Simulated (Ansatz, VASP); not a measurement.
**One calculation of Eu3Si, two programs**

File INCAR:

```
ALGO = Normal
EDIFF = 1E-7
ENCUT = 520
GGA = PE
ISIF = 2
ISMEAR = 0
ISPIN = 2
LASPH = T
LCHARG = F
LMAXMIX = 6
LORBIT = 11
LREAL = F
LWAVE = F
MAGMOM = 7.7 7.7 7.7 0
NBANDS = 40
NELM = 150
PREC = Accurate
SIGMA = 0.05
```

File KPOINTS:

```
k-points
0
Gamma
  8 8 8
```

Contents of POSCAR:

```
Eu3Si
1.0
    4.9015722731      0.0000000000      0.0000000000
    0.0000000000      4.9015722731      0.0000000000
    0.0000000000      0.0000000000      4.9015722731
Eu Si
3 1
Direct
    0.0000000000      0.5000000000      0.5000000000
    0.5000000000      0.5000000000      0.0000000000
    0.5000000000      0.0000000000      0.5000000000
    0.0000000000      0.0000000000      0.0000000000
```

Input for Ansatz:

```yaml
crystal:
  lattice:
    - [4.9015722731, 0.0, 0.0]
    - [0.0, 4.9015722731, 0.0]
    - [0.0, 0.0, 4.9015722731]
  atoms:
    - { symbol: Eu, position: [0.0, 0.5, 0.5], spin: 7.7 }
    - { symbol: Eu, position: [0.5, 0.5, 0.0], spin: 7.7 }
    - { symbol: Eu, position: [0.5, 0.0, 0.5], spin: 7.7 }
    - { symbol: Si, position: [0.0, 0.0, 0.0] }
basis:
  ecutwfc: 420
  ecutrho_ratio: 4
kpoints:
  mp_grid: { grid: [8, 8, 8] }
hamiltonian:
  xc: pbe
scf:
  occupations: { method: gaussian, width: 0.05 }
output:
  forces: true
  stress: true
  eigenvalues: true
  populations: true
  write_density: true
  write_potential: true
  elf: true
  volumetric_format: npy
magnetization:
  spin_polarized: true
```

Alike in both runs: task single point; functional PBE; k mesh 8 × 8 × 8; occupations gaussian, width 0.05 eV; collinear spin.

```csv
,VASP,Ansatz
version,VASP 6.6.1,Ansatz 0.2.0
potentials or method,"VASP PAW PBE potentials, release 64 (Eu, Si), cutoff 520 eV","scalar-relativistic, plane waves, PAW"
valence electrons in the cell,55,55
```

|  | VASP | Ansatz | Ansatz less VASP |
| --- | --- | --- | --- |
| gap on the k mesh at the Fermi level (eV) | none | none | - |
| pressure (GPa) | -1.4 | -1.2 | +0.23 |
| net moment per atom (μB) | 5.41 | 5.42 | +0.002 |
| size of the moment on the site where the two differ most (μB) | 6.68 | 7.00 | +0.322 |

Site moments also hang on the region over which each program counts them. A gap of «none» marks a metal or a gap that the smearing closes. Ansatz's warnings: given moment on shells.

Spin-orbit coupling is off throughout. Noted on VASP's run: too few bands were computed for a metal, which touches its energy and stress.
